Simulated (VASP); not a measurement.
# Bi2Te3 (P-1) in VASP: single point with PBE

Aim: the single point of Bi2Te3 with PBE.

Program: VASP 6.6.1. These are calculated values, not measurements. Logs are shortened: lines on timing, memory, paths and dates and some standing lists are left out, and cuts for length are marked.

## (1) The cell of the first run

The typed cell holds 5 atoms: a = 10.370 Å, b = 10.513 Å, c = 10.552 Å, α = 24.35°, β = 23.87°, γ = 24.24°.

## (2) Single point, PBE (equal xy, yz and zx shear strains of -3 %)

Input file INCAR:

```
SYSTEM = Bi2Te3
PREC = Accurate
ENCUT = 520
EDIFF = 1E-6
ISMEAR = -1
SIGMA = 0.08
LREAL = .False.
LASPH = .True.
NELM = 80
ALGO = Normal
ISIF = 2
LWAVE = .False.
LCHARG = .False.
GGA = PE
NBANDS = 32
```

Input file KPOINTS:

```
regular mesh
0
Gamma
  7 7 7
  0 0 0
```

Input file POSCAR:

```
Bi2Te3
1.0
    2.0215235665      1.0807494043     10.1137830497
   -2.3644775503      1.1465394211     10.1795730664
   -0.1145011661     -2.6847439754     10.2036538839
Bi Te
2 3
Direct
    0.4000000000      0.4000000000      0.4000000000
    0.6000000000      0.6000000000      0.6000000000
    0.0000000000      0.0000000000      0.0000000000
    0.2095000000      0.2095000000      0.2095000000
    0.7905000000      0.7905000000      0.7905000000
```

Potentials or basis: VASP PAW PBE potentials, release 64 (Bi_d, Te).

On the command line:

```console
> cat potpaw_PBE.64/Bi_d/POTCAR potpaw_PBE.64/Te/POTCAR > POTCAR
> mpirun -np 1 vasp_std > vasp.out
```

OUTCAR:

```text
SYSTEM = Bi2Te3
   PREC = Accurate
   ENCUT = 520
   EDIFF = 1E-6
   ISMEAR = -1
   LREAL = .False.
   LASPH = .True.
   NELM = 80
   ISIF = 2
   GGA = PE

 ion  position               nearest neighbor table
   1  0.400  0.400  0.400-   5 3.03   5 3.09   5 3.11   3 3.20   3 3.26   3 3.29
   2  0.600  0.600  0.600-   4 3.03   4 3.09   4 3.11   3 3.20   3 3.26   3 3.29
   3  0.000  0.000  0.000-   2 3.20   1 3.20   2 3.26   1 3.26   2 3.29   1 3.29
   4  0.209  0.209  0.209-   2 3.03   2 3.09   2 3.11   5 3.58   5 3.64
   5  0.791  0.791  0.791-   1 3.03   1 3.09   1 3.11   4 3.58   4 3.64

  LATTYP: Found a triclinic cell.
 ALAT       =     4.3869878561
 B/A-ratio  =     1.0128051678
 C/A-ratio  =     2.3638777548
 COS(alpha) =     0.0141344231
 COS(beta)  =     0.1787014959
 COS(gamma) =     0.5191268021

  Lattice vectors:

 A1 = (  -4.3860011168,   0.0657900168,   0.0657900167)
 A2 = (  -2.2499763842,   3.8312833965,  -0.0240808175)
 A3 = (  -2.0215235665,  -1.0807494043, -10.1137830497)

Analysis of symmetry for initial positions (statically):
=====================================================================
 Subroutine PRICEL returns:
 Original cell was already a primitive cell.

 Routine SETGRP: Setting up the symmetry group for a
 triclinic supercell.

 Subroutine GETGRP returns: Found  2 space group operations
 (whereof  2 operations were pure point group operations)
 out of a pool of  2 trial point group operations.

The static configuration has the point symmetry S_2 .

Analysis of symmetry for dynamics (positions and initial velocities):
=====================================================================
 Subroutine PRICEL returns:
 Original cell was already a primitive cell.

 Routine SETGRP: Setting up the symmetry group for a
 triclinic supercell.

 Subroutine GETGRP returns: Found  2 space group operations
 (whereof  2 operations were pure point group operations)
 out of a pool of  2 trial point group operations.

The dynamic configuration has the point symmetry S_2 .

 Subroutine INISYM returns: Found  2 space group operations
 (whereof  2 operations are pure point group operations),
 and found     1 'primitive' translations

----------------------------------------------------------------------------------------

                                     Primitive cell

  volume of cell :     169.2419

  direct lattice vectors                    reciprocal lattice vectors
     2.021523566  1.080749404 10.113783050     0.230607404  0.135668149  0.038284233
    -2.364477550  1.146539421 10.179573066    -0.225597251  0.128720870  0.031336954
    -0.114501166 -2.684743975 10.203653884    -0.003511444 -0.262890310  0.028794073

  length of vectors
    10.370303003 10.513278011 10.551564496     0.270280047  0.261620310  0.264485811

  position of ions in fractional coordinates (direct lattice)
     0.400000000  0.400000000  0.400000000
     0.600000000  0.600000000  0.600000000
     0.000000000  0.000000000  0.000000000
     0.209500000  0.209500000  0.209500000
     0.790500000  0.790500000  0.790500000

  ion indices of the primitive-cell ions
   primitive index   ion index
                 1           1
                 2           2
                 3           3
                 4           4
                 5           5

----------------------------------------------------------------------------------------

 KPOINTS: regular mesh

Automatic generation of k-mesh.
 Grid dimensions read from file:
 generate k-points for:    7    7    7

 Generating k-lattice:

  Cartesian coordinates                     Fractional coordinates (reciprocal lattice)
     0.032943915  0.019381164  0.005469176     0.142857143 -0.000000000 -0.000000000
    -0.032228179  0.018388696  0.004476708    -0.000000000  0.142857143 -0.000000000
    -0.000501635 -0.037555759  0.004113439     0.000000000  0.000000000  0.142857143

  Length of vectors
     0.038611435  0.037374330  0.037783687

  Shift w.r.t. Gamma in fractional coordinates (k-lattice)
     0.000000000  0.000000000  0.000000000

 Subroutine IBZKPT returns following result:
 ===========================================

 Found    172 irreducible k-points:

 Following reciprocal coordinates:
            Coordinates               Weight
  0.000000  0.000000  0.000000      1.000000
  0.142857  0.000000  0.000000      2.000000
  0.285714  0.000000  0.000000      2.000000
  0.428571  0.000000  0.000000      2.000000
 -0.000000  0.142857  0.000000      2.000000
  0.142857  0.142857  0.000000      2.000000
[... 16 lines left out ...]
 -0.428571  0.428571  0.000000      2.000000
 -0.285714  0.428571  0.000000      2.000000
 [... further k-points ...]
   k-points           NKPTS =    172   k-points in BZ     NKDIM =    172   number of bands    NBANDS=     32
   number of dos      NEDOS =    301   number of ions     NIONS =      5
   total plane-waves  NPLWV = 512000
   dimension x,y,z NGX =    80 NGY =   80 NGZ =   80
   dimension x,y,z NGXF=   160 NGYF=  160 NGZF=  160
   ions per type =               2   3
   NGX,Y,Z   is equivalent  to a cutoff of  12.82, 12.65, 12.60 a.u.
   NGXF,Y,Z  is equivalent  to a cutoff of  25.65, 25.30, 25.21 a.u.
 SYSTEM =  Bi2Te3
   PREC   = accura    normal or accurate (medium, high low for compatibility)
   ISTART =      0    job   : 0-new  1-cont  2-samecut
   ICHARG =      2    charge: 1-file 2-atom 10-const
   ISPIN  =      1    spin polarized calculation?
   LNONCOLLINEAR =      F non collinear calculations
   LSORBIT =      F    spin-orbit coupling
   LASPH  =      T    aspherical Exc in radial PAW
   ENCUT  =  520.0 eV  38.22 Ry    6.18 a.u.  19.28 19.55 19.62*2*pi/ulx,y,z
   NELM   =     80;   NELMIN=  2; NELMDL= -5     # of ELM steps
   EDIFF  = 0.1E-05   stopping-criterion for ELM
   LREAL  =      F    real-space projection
[... 7 lines left out ...]
   TEBEG  =    0.0;   TEEND  =   0.0 temperature during run
   PSTRESS=    0.0 pullay stress
   NELECT =      48.0000    total number of electrons
   NUPDOWN=      -1.0000    fix difference up-down
   EMIN   =  10.00;   EMAX   =-10.00  energy-range for DOS
   EFERMI =   0.00;   METHOD = LEGACY
   ISMEAR =    -1;   SIGMA  =   0.08  broadening in eV -4-tet -1-fermi 0-gaus
   EFERMI_NEDOS =   21; number of points for ismear=-14 and -15
   IALGO  =     38    algorithm
   IMIX   =      4    mixing-type and parameters
     AMIX     =   0.40;   BMIX     =  1.00
     AMIX_MAG =   1.60;   BMIX_MAG =  1.00
  volume/ion in A,a.u.               =      33.85       228.42
  Fermi-wavevector in a.u.,A,eV,Ry     =   1.075604  2.032598 15.740920  1.156925
  Thomas-Fermi vector in A             =   2.211466
   LORBIT       =      0    0 simple, 1 ext, 2 COOP (PROOUT), +10 PAW based schemes
   GGA     = PE    functional components
   LHFCALC =     F    Hartree Fock is set to
   AEXX    =    0.0000 exact exchange contribution
   IVDW    =     0    specifies the selected vdW correction
   LEPSILON=     F    determine dielectric tensor
   LRPA    =     F    only Hartree local field effects (RPA)
 non-spin polarized calculation
  energy-cutoff  :      520.00
  volume of cell :      169.24
 maximum number of plane-waves:      4579
 NGX is ok and might be reduce to    80
   NGX = 39   NGY = 39   NGZ = 39

 number of electron      48.0000004 magnetization

 Free energy of the ion-electron system (eV)
  ---------------------------------------------------
  ext. energy  EPLUGINS =         0.00000000
  ---------------------------------------------------
  free energy    TOTEN  =       -18.29305288 eV

  energy without entropy =      -18.29104714  energy(sigma->0) =      -18.29205001

 E-fermi :   6.3619     XC(G=0):  -9.3325

 val. band max:        6.2364723365   @ k =   0.0000   0.0000   0.0000
 cond. band min:       6.4710035008   @ k =   0.0000   0.0000   0.0000
 fundamental gap:      0.2345311643
 Fermi energy:         6.3618832005

 k-point     1 :       0.0000    0.0000    0.0000
  band No.  band energies     occupation
      1     -16.9905      2.00000
      2     -16.9893      2.00000
      3     -16.9878      2.00000
      4     -16.9870      2.00000
      5     -16.9800      2.00000
      6     -16.9796      2.00000
[... 24 lines left out ...]
     31      11.0512      0.00000
     32      11.5802      0.00000

 k-point     2 :       0.1429    0.0000    0.0000
  band No.  band energies     occupation
      1     -16.9914      2.00000
      2     -16.9899      2.00000
      3     -16.9856      2.00000
      4     -16.9846      2.00000
      5     -16.9799      2.00000
      6     -16.9789      2.00000
[... 24 lines left out ...]
     31      10.5617      0.00000
     32      11.1740      0.00000

 k-point     3 :       0.2857    0.0000    0.0000
  band No.  band energies     occupation
      1     -16.9955      2.00000
      2     -16.9932      2.00000
      3     -16.9813      2.00000
      4     -16.9798      2.00000
      5     -16.9795      2.00000
      6     -16.9778      2.00000
[... 24 lines left out ...]
     31      10.0792      0.00000
     32      11.8896      0.00000

 k-point     4 :       0.4286    0.0000    0.0000
  band No.  band energies     occupation
      1     -16.9994      2.00000
      2     -16.9965      2.00000
      3     -16.9809      2.00000
      4     -16.9789      2.00000
      5     -16.9786      2.00000
      6     -16.9779      2.00000
[... 654 lines left out ...]
     31      11.1054      0.00000
     32      11.7266      0.00000

 k-point    23 :      -0.4286    0.4286    0.0000
  band No.  band energies     occupation
      1     -16.9943      2.00000
      2     -16.9927      2.00000
      3     -16.9867      2.00000
      4     -16.9849      2.00000
      5     -16.9839      2.00000
      6     -16.9820      2.00000
[... 24 lines left out ...]
     31      11.3594      0.00000
     32      12.1043      0.00000

 k-point    24 :      -0.2857    0.4286    0.0000
  band No.  band energies     occupation
      1     -16.9916      2.00000
      2     -16.9910      2.00000
      3     -16.9883      2.00000
      4     -16.9844      2.00000
      5     -16.9807      2.00000
      6     -16.9789      2.00000
[... 24 lines left out ...]
     31      11.2451      0.00000
     32      11.7392      0.00000

 [... further k-points ...]

------------------------ aborting loop because EDIFF is reached ----------------------------------------

  FORCE on cell =-STRESS in cart. coord.  units (eV):
  Direction    XX          YY          ZZ          XY          YZ          ZX
  --------------------------------------------------------------------------------------
  -------------------------------------------------------------------------------------
  Total        1.2013130      3.1146187      1.9515115      0.1429893      1.8018379      0.7852881
  in kB       11.3725752     29.4854344     18.4745453      1.3536490     17.0576170      7.4341558
  external PRESSURE =      19.7775183 kB  Pullay stress =       0.0000000 kB

 VOLUME and BASIS-vectors are now :
 -----------------------------------------------------------------------------
  energy-cutoff  :      520.00
  volume of cell :      169.24
      direct lattice vectors                 reciprocal lattice vectors
     2.021523566  1.080749404 10.113783050     0.230607404  0.135668149  0.038284233
    -2.364477550  1.146539421 10.179573066    -0.225597251  0.128720870  0.031336954
    -0.114501166 -2.684743975 10.203653884    -0.003511444 -0.262890310  0.028794073

 POSITION                                       TOTAL-FORCE (eV/Angst)
 -----------------------------------------------------------------------------------
     -0.18298     -0.18298     12.19880        -0.038844     -0.082100      0.031966
     -0.27447     -0.27447     18.29821         0.038844      0.082100     -0.031966
      0.00000      0.00000      0.00000        -0.000000      0.000000     -0.000000
     -0.09584     -0.09584      6.38912        -0.096006     -0.208991      0.024043
     -0.36162     -0.36162     24.10789         0.096006      0.208991     -0.024043
 -----------------------------------------------------------------------------------
    total drift:                               -0.000000     -0.000000     -0.000000

  FREE ENERGIE OF THE ION-ELECTRON SYSTEM (eV)
  ---------------------------------------------------
  free  energy   TOTEN  =       -18.2930528782 eV

  energy  without entropy=      -18.2910471396  energy(sigma->0) =      -18.29205001
```

Run time: 1.9 h. Hardware: 1 thread of Oxide Virtual Turin-like, shared host; peak memory 1.4 GiB.

Results:

- Free energy: -18.2931 eV
- Pressure: 2.0 GPa
- Largest force: 0.231 eV/Å
- Band gap on the k mesh: 0.23 eV

Forces in eV/Å, atoms in the order of the input:
```
Bi  -0.039 -0.082  0.032
Bi   0.039  0.082 -0.032
Te   0.000  0.000  0.000
Te  -0.096 -0.209  0.024
Te   0.096  0.209 -0.024
```

Caveat: the cell differs from its parent crystal (equal xy, yz and zx shear strains of -3 %); spin-orbit coupling is left out, which moves the levels of the heavy elements.
